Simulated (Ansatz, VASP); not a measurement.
## Te2Mo: VASP beside Ansatz

POSCAR

```
Te2Mo
1.0
    3.4463798477      0.0000000000      0.0000000000
   -1.7231899238      2.9846524992      0.0000000000
    0.0000000000      0.0000000000     13.6883444487
Te Mo
4 2
Direct
    0.6666666667      0.3333333333      0.3790000000
    0.3333333333      0.6666666667      0.8790000000
    0.6666666667      0.3333333333      0.1210000000
    0.3333333333      0.6666666667      0.6210000000
    0.6666666667      0.3333333333      0.7500000000
    0.3333333333      0.6666666667      0.2500000000
```

The input INCAR.step1:

```
SYSTEM = Te2Mo
ALGO = Normal
EDIFF = 1E-4
ENCUT = 520
GGA = PE
ISMEAR = -1
LASPH = .TRUE.
LCHARG = .FALSE.
LREAL = .FALSE.
LWAVE = .TRUE.
NBANDS = 35
NELM = 80
PREC = Accurate
SIGMA = 0.05
```

INCAR.step2

```
SYSTEM = Te2Mo
ALGO = Normal
BPARAM = 11.95
CPARAM = 0.0093
EDIFF = 1E-6
ENCUT = 520
ISIF = 2
ISMEAR = -1
ISTART = 1
IVDW_NL = 2
LASPH = .TRUE.
LCHARG = .FALSE.
LMIXTAU = .TRUE.
LREAL = .FALSE.
LUSE_VDW = .TRUE.
LWAVE = .FALSE.
METAGGA = R2SCAN
NBANDS = 35
NELM = 80
PREC = Accurate
SIGMA = 0.05
```

Contents of KPOINTS:

```
k-points
0
G
  9 9 2
  0 0 0
```

The input input.yaml:

```yaml
crystal:
  lattice:
    - [3.4463798477, 0.0, 0.0]
    - [-1.7231899238, 2.9846524992, 0.0]
    - [0.0, 0.0, 13.6883444487]
  atoms:
    - { symbol: Te, position: [0.6666666667, 0.3333333333, 0.379] }
    - { symbol: Te, position: [0.3333333333, 0.6666666667, 0.879] }
    - { symbol: Te, position: [0.6666666667, 0.3333333333, 0.121] }
    - { symbol: Te, position: [0.3333333333, 0.6666666667, 0.621] }
    - { symbol: Mo, position: [0.6666666667, 0.3333333333, 0.75] }
    - { symbol: Mo, position: [0.3333333333, 0.6666666667, 0.25] }
hamiltonian:
  xc: r2scan
  pseudopotentials: { kind: paw }
  dispersion: rvv10
kpoints:
  mp_grid: { grid: [9, 9, 2] }
scf:
  occupations: { method: fermi_dirac, width: 0.05 }
output:
  forces: true
  stress: true
  eigenvalues: true
```

Alike in both runs: task single point; functional r2SCAN; dispersion rVV10; k mesh 9 × 9 × 2; occupations fermi-dirac, width 0.05 eV; no spin polarisation.

|  | VASP | Ansatz |
| --- | --- | --- |
| version | VASP 6.6.1 | Ansatz 0.2.0 |
| potentials or method | VASP PAW PBE potentials, release 64 (Te, Mo_sv) | Ansatz PAW |
| plane-wave cutoff (eV) | 520 | 500 |
| valence electrons in the cell | 52 | 92 |

VASP gave:

- gap on the k mesh at the Fermi level (eV): 0.84
- least direct gap on the mesh (eV): 1.23
- pressure (GPa): 9.1
- traceless stress, the component that is largest in VASP (GPa): 0.89
- rms of the force components (eV/Å): 0.450

Q: Which values does Ansatz return?

A: gap on the k mesh at the Fermi level (eV): 0.84; least direct gap on the mesh (eV): 1.23; pressure (GPa): 8.6; traceless stress, the component that is largest in VASP (GPa): 0.81; rms of the force components (eV/Å): 0.423.

VASP's potentials were made for PBE, not for r2SCAN. Atom by atom the forces differ by 0.027 eV/Å (rms over components). VASP's potentials hold 52 valence electrons a cell and Ansatz's 92, so a difference there can come from the potentials and not from the codes.

Spin-orbit coupling is off throughout. Noted on Ansatz's run: odd divisions of the mesh miss points on the zone boundary, where band edges often lie, so the gap on the mesh can be too wide.
